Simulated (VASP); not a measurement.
# Na3HfO: single point with PBE

The system is Na3HfO.

```
CELL_PARAMETERS angstrom
5.34649 0.00000 0.00000
-2.67324 4.63019 0.00000
0.00000 0.00000 3.63357
ATOMIC_POSITIONS crystal
Na 0.50000 0.00000 0.50000
Na 0.00000 0.50000 0.50000
Na 0.50000 0.50000 0.50000
Hf 0.00000 0.00000 0.00000
O 0.00000 0.00000 0.50000
```

The cell was built from a structure type or drawn by symmetry, and may not be a known phase.

| Property | Result |
| --- | --- |
| Program | VASP 6.6.1 |
| Task | single point |
| Functional | PBE |
| Potentials or basis | VASP PAW PBE potentials, release 64 (Na_pv, Hf_pv, O) |
| Cutoff | 520 eV |
| k mesh | 6 × 6 × 6 |
| Occupations | gaussian, width 0.1 eV |
| Spin | no spin polarisation |
| Dipole correction | no |
| Further INCAR settings | ALGO = Normal; EDIFF = 1e-06; NBANDS = 26 |

```yaml
Pressure: 26.3 GPa
Band_gap_on_the_k_mesh: zero (an odd number of electrons rules out a gap without spin polarisation)
```

Stress tensor (GPa, compression positive):
```
14.91  0.00  0.00
 0.00 14.91  0.00
 0.00  0.00 49.13
```

Levels at points of the mesh, in eV from the Fermi level:
```
           k point  band 17  band 18  band 19  band 20  band 21  band 22
(0.00, 0.00, 0.00)    -3.69    -0.54    -0.54     1.00     1.00     1.84
(0.50, 0.00, 0.00)    -3.04    -1.89    -0.61     0.50     0.92     1.00
(0.00, 0.00, 0.50)    -2.93    -0.52     0.40     0.40     3.96     4.00
(0.50, 0.00, 0.50)    -1.64    -0.38     0.24     1.02     1.48     1.57
```

Run time: 32 s on 1 thread of Intel(R) Xeon(R) 6975P-C (Granite Rapids) (shared host), peak memory 0.23 GiB.

Caveat: the cell stands under pressure; spin-orbit coupling is left out, which moves the levels of the heavy elements; an odd number of electrons without spin polarisation forces a metal; a magnetic or distorted state may lie lower.
